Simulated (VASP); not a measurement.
# CuSn2O2 in VASP: single point with PBE+D3(BJ)

Aim: the single point of CuSn2O2 with PBE+D3(BJ).

Program: VASP 6.6.1. These are calculated values, not measurements. Logs are shortened: lines on timing, memory, paths and dates and some standing lists are left out, and cuts for length are marked.

### 1 The cell of the first run

The cell holds a slab with vacuum, 5 atoms: a = 3.820 Å, b = 3.820 Å, c = 19.363 Å, α = 90.00°, β = 90.00°, γ = 90.00°.

### 2 Single point, PBE+D3(BJ), collinear spin

Contents of INCAR:

```
PREC = Accurate
ENCUT = 520
EDIFF = 1E-7
ISMEAR = 0
SIGMA = 0.05
LREAL = False
LASPH = True
NELM = 150
ALGO = Normal
ISIF = 2
LWAVE = False
LCHARG = True
ISPIN = 2
MAGMOM = 0 0 0 0 1
LORBIT = 11
LMAXMIX = 4
LDIPOL = True
IDIPOL = 3
DIPOL = 0.5 0.5 0.303
GGA = PE
IVDW = 12
LELF = True
LVHAR = True
LVACPOTAV = True
NBANDS = 38
```

Contents of KPOINTS:

```
regular mesh
0
Gamma
  7 7 1
```

Contents of POSCAR:

```
CuSn2O2
1.0
    3.8201708766      0.0000000000      0.0000000000
    0.0000000000      3.8201708766      0.0000000000
    0.0000000000      0.0000000000     19.3630360333
Sn O Cu
2 2 1
Direct
    0.5000000000      0.0000000000      0.2065791745
    0.0000000000      0.5000000000      0.3286176828
    0.0000000000      0.0000000000      0.2675984287
    0.5000000000      0.5000000000      0.2675984287
    0.0000000000      0.8750000000      0.4422362288
```

Potentials or basis: VASP PAW PBE potentials, release 64 (Sn_d, O, Cu).

Started as:

```
> cat potpaw_PBE.64/Sn_d/POTCAR potpaw_PBE.64/O/POTCAR potpaw_PBE.64/Cu/POTCAR > POTCAR
> mpirun -np 1 vasp_std > vasp.out
```

OUTCAR:

```text
PREC = Accurate
   ENCUT = 520
   EDIFF = 1E-7
   ISMEAR = 0
   LREAL = False
   LASPH = True
   NELM = 150
   ISIF = 2
   ISPIN = 2
   LORBIT = 11
   GGA = PE
   IVDW = 12
 IVDW          = 12

 ion  position               nearest neighbor table
   1  0.500  0.000  0.207-   3 2.25   4 2.25   4 2.25   3 2.25   2 3.59   2 3.59   2 3.59   2 3.59

   2  0.000  0.500  0.329-   3 2.25   4 2.25   3 2.25   4 2.25   5 2.63   5 3.25   1 3.59   1 3.59
                             1 3.59   1 3.59
   3  0.000  0.000  0.268-   2 2.25   2 2.25   1 2.25   1 2.25
   4  0.500  0.500  0.268-   2 2.25   2 2.25   1 2.25   1 2.25
   5  0.000  0.875  0.442-   2 2.63   2 3.25

  LATTYP: Found a simple tetragonal cell.
 ALAT       =     3.8201708766
 C/A-ratio  =     5.0686308699

  Lattice vectors:

 A1 = (   3.8201708766,   0.0000000000,   0.0000000000)
 A2 = (   0.0000000000,   3.8201708766,   0.0000000000)
 A3 = (   0.0000000000,   0.0000000000,  19.3630360333)

Analysis of symmetry for initial positions (statically):
=====================================================================
 Subroutine PRICEL returns:
 Original cell was already a primitive cell.

 Routine SETGRP: Setting up the symmetry group for a
 simple tetragonal supercell.

 Subroutine GETGRP returns: Found  2 space group operations
 (whereof  2 operations were pure point group operations)
 out of a pool of 16 trial point group operations.

The static configuration has the point symmetry C_1h.

Analysis of symmetry for dynamics (positions and initial velocities):
=====================================================================
 Subroutine PRICEL returns:
 Original cell was already a primitive cell.

 Routine SETGRP: Setting up the symmetry group for a
 simple tetragonal supercell.

 Subroutine GETGRP returns: Found  2 space group operations
 (whereof  2 operations were pure point group operations)
 out of a pool of 16 trial point group operations.

The dynamic configuration has the point symmetry C_1h.

Analysis of structural, dynamic, and magnetic symmetry:
=====================================================================
 Subroutine PRICEL returns:
 Original cell was already a primitive cell.

 Routine SETGRP: Setting up the symmetry group for a
 simple tetragonal supercell.

 Subroutine GETGRP returns: Found  2 space group operations
[... 134 lines left out ...]
  volume of cell :      282.58
 maximum number of plane-waves:      7644
   NGX = 15   NGY = 15   NGZ = 73

 dipolmoment           0.000000      0.000000     -0.014400 electrons x Angstroem

 number of electron      50.9999964 magnetization      -0.0000033

 number of electron      50.9999964 magnetization       0.0000351

 dipolmoment           0.000000      0.000000      0.041711 electrons x Angstroem

 Free energy of the ion-electron system (eV)
  ---------------------------------------------------
  ext. energy  EPLUGINS =         0.00000000
  ---------------------------------------------------
  free energy    TOTEN  =       -24.05560872 eV

  energy without entropy =      -24.05329819  energy(sigma->0) =      -24.05445345

 E-fermi :  -0.5269     XC(G=0):  -4.1154

 val. band max:       -0.5579517105   @ k =  -0.1429   0.2857   0.0000
 cond. band min:      -0.4730998629   @ k =   0.4286   0.4286   0.0000
 fundamental gap:      0.0848518475
 Fermi energy:        -0.5269035384

 spin component 1

 k-point     1 :       0.0000    0.0000    0.0000
  band No.  band energies     occupation
      1     -22.9314      1.00000
      2     -22.5894      1.00000
      3     -22.5633      1.00000
      4     -22.5621      1.00000
      5     -22.5595      1.00000
      6     -22.5333      1.00000
[... 629 lines left out ...]
     36       6.2321      0.00000
     37       6.6573      0.00000
 Fermi energy:        -0.5269035384

 spin component 2

 k-point     1 :       0.0000    0.0000    0.0000
  band No.  band energies     occupation
      1     -22.9314      1.00000
      2     -22.5894      1.00000
      3     -22.5633      1.00000
      4     -22.5621      1.00000
      5     -22.5595      1.00000
      6     -22.5333      1.00000
[... 629 lines left out ...]
     36       6.2320      0.00000
     37       6.6536      0.00000
 [bands above 37 left out]

------------------------ aborting loop because EDIFF is reached ----------------------------------------

 Edisp (eV)   -0.80889

 E8    (eV) :    -0.3630

  FORCE on cell =-STRESS in cart. coord.  units (eV):
  Direction    XX          YY          ZZ          XY          YZ          ZX
  --------------------------------------------------------------------------------------
  -------------------------------------------------------------------------------------
  Total      -1.86276    -0.65267    -1.02188     0.00000     0.38641     0.00000
  in kB     -10.56158    -3.70055    -5.79392     0.00000     2.19088     0.00000
  external pressure =       -6.69 kB  Pullay stress =        0.00 kB

 VOLUME and BASIS-vectors are now :
 -----------------------------------------------------------------------------
  energy-cutoff  :      520.00
  volume of cell :      282.58
      direct lattice vectors                 reciprocal lattice vectors
     3.820170877  0.000000000  0.000000000     0.261768395  0.000000000  0.000000000
     0.000000000  3.820170877  0.000000000     0.000000000  0.261768395  0.000000000
     0.000000000  0.000000000 19.363036033     0.000000000  0.000000000  0.051644794

 POSITION                                       TOTAL-FORCE (eV/Angst)
 -----------------------------------------------------------------------------------
      1.91009      0.00000      4.00000         0.000000      0.003073     -0.045642
      0.00000      1.91009      6.36304         0.000000     -0.160708      0.254634
      0.00000      0.00000      5.18152         0.000000     -0.022271     -0.190850
      1.91009      1.91009      5.18152         0.000000      0.008331      0.363719
      0.00000      3.34265      8.56304         0.000000      0.171575     -0.381861
 -----------------------------------------------------------------------------------
    total drift:                                0.000000     -0.000052      0.002180

  FREE ENERGIE OF THE ION-ELECTRON SYSTEM (eV)
  ---------------------------------------------------
  free  energy   TOTEN  =       -24.8645025662 eV

  energy  without entropy=      -24.8621920352  energy(sigma->0) =      -24.86334730

 vacuum level on the upper side and lower side of the slab         3.657         3.140

 total charge

# of ion       s       p       d       tot
------------------------------------------
    1        1.280   0.763  10.054  12.098
    2        1.193   0.820  10.081  12.093
    3        1.580   3.423   0.000   5.003
    4        1.580   3.419   0.000   4.998
    5        0.413   0.069   9.306   9.789
--------------------------------------------------
tot          6.046   8.493  29.441  43.980

 magnetization (x)

# of ion       s       p       d       tot
------------------------------------------
    1       -0.000   0.000  -0.000  -0.000
    2        0.000   0.000   0.000   0.000
    3        0.000   0.000   0.000   0.000
    4        0.000   0.000   0.000   0.000
    5        0.000   0.000   0.000   0.000
--------------------------------------------------
tot          0.000   0.000   0.000   0.000
```

OSZICAR:

```text
N       E                     dE             d eps       ncg     rms          rms(c)
DAV:   1     0.514543734013E+03    0.51454E+03   -0.22840E+04  2496   0.133E+03
DAV:   2     0.717973458306E+02   -0.44275E+03   -0.41676E+03  2564   0.365E+02
DAV:   3    -0.213829092058E+02   -0.93180E+02   -0.90049E+02  3486   0.170E+02
[... 31 lines left out ...]
DAV:  35    -0.240556077080E+02   -0.26871E-06   -0.14462E-07  2104   0.201E-03    0.595E-04
DAV:  36    -0.240556080262E+02   -0.31812E-06   -0.50649E-08  1910   0.150E-03    0.387E-04
DAV:  37    -0.240556082957E+02   -0.26952E-06   -0.32437E-08  1938   0.910E-04    0.224E-04
DAV:  38    -0.240556084679E+02   -0.17220E-06   -0.16423E-08  1902   0.823E-04    0.989E-05
DAV:  39    -0.240556086668E+02   -0.19890E-06   -0.15576E-08  1758   0.506E-04    0.467E-05
DAV:  40    -0.240556087189E+02   -0.52072E-07   -0.30772E-09  1996   0.244E-04
   1 F= -.24864503E+02 E0= -.24863347E+02  d E =-.231053E-02  mag=     0.0000
```

stdout:

```text
POSCAR found type information on POSCAR SnO Cu
 POSCAR found :  3 types and       5 ions
 scaLAPACK will be used
 LDA part: xc-table for (Slater+PW92), standard interpolation
 POSCAR, INCAR and KPOINTS ok, starting setup
 FFT: planning ... GRIDC
 FFT: planning ... GRID_SOFT
 FFT: planning ... GRID
 WAVECAR not read
 entering main loop
 -----------------------------------------------------------------------------
|                                                                             |
|           W    W    AA    RRRRR   N    N  II  N    N   GGGG   !!!           |
|           W    W   A  A   R    R  NN   N  II  NN   N  G    G  !!!           |
|           W    W  A    A  R    R  N N  N  II  N N  N  G       !!!           |
|           W WW W  AAAAAA  RRRRR   N  N N  II  N  N N  G  GGG   !            |
|           WW  WW  A    A  R   R   N   NN  II  N   NN  G    G                |
|           W    W  A    A  R    R  N    N  II  N    N   GGGG   !!!           |
|                                                                             |
|     Did not find any points to average over, which means that no vacuum     |
|     field-free region was found. Please increase the size of  your cell     |
|     in the dimension of the dipole correction to obtain accurate            |
|     workfunction values.                                                    |
|                                                                             |
 -----------------------------------------------------------------------------
```

Run time: 23 min. Hardware: 1 thread of Intel Xeon 8259CL, shared host; peak memory 0.59 GiB.

Results:

* Free energy: -24.8645 eV
* Largest force: 0.419 eV/Å
* Net moment: 0.00 μB per cell
* Valence electrons inside the program's atomic spheres: Sn 12.10, 12.09; O 5.00; Cu 9.79
* Dispersion energy per atom: -0.162 eV

Forces in eV/Å, atoms in the order of the input:
```
Sn   0.000  0.003 -0.046
Sn   0.000 -0.161  0.255
O    0.000 -0.022 -0.191
O    0.000  0.008  0.364
Cu   0.000  0.172 -0.382
```

Levels at points of the mesh, in eV from the Fermi level:
Spin up:
| k point | band 23 | band 24 | band 25 | band 26 | band 27 | band 28 | band 29 | band 30 |
| --- | --- | --- | --- | --- | --- | --- | --- | --- |
| (0.00, 0.00, 0.00) | -1.88 | -1.87 | -1.70 | -0.52 | 1.40 | 1.87 | 3.53 | 3.66 |
Spin down:
| k point | band 24 | band 25 | band 26 | band 27 | band 28 | band 29 |
| --- | --- | --- | --- | --- | --- | --- |
| (0.00, 0.00, 0.00) | -1.87 | -1.70 | -0.52 | 1.40 | 1.87 | 3.52 |

Caveat: spin-orbit coupling is left out, which moves the levels of the heavy elements.
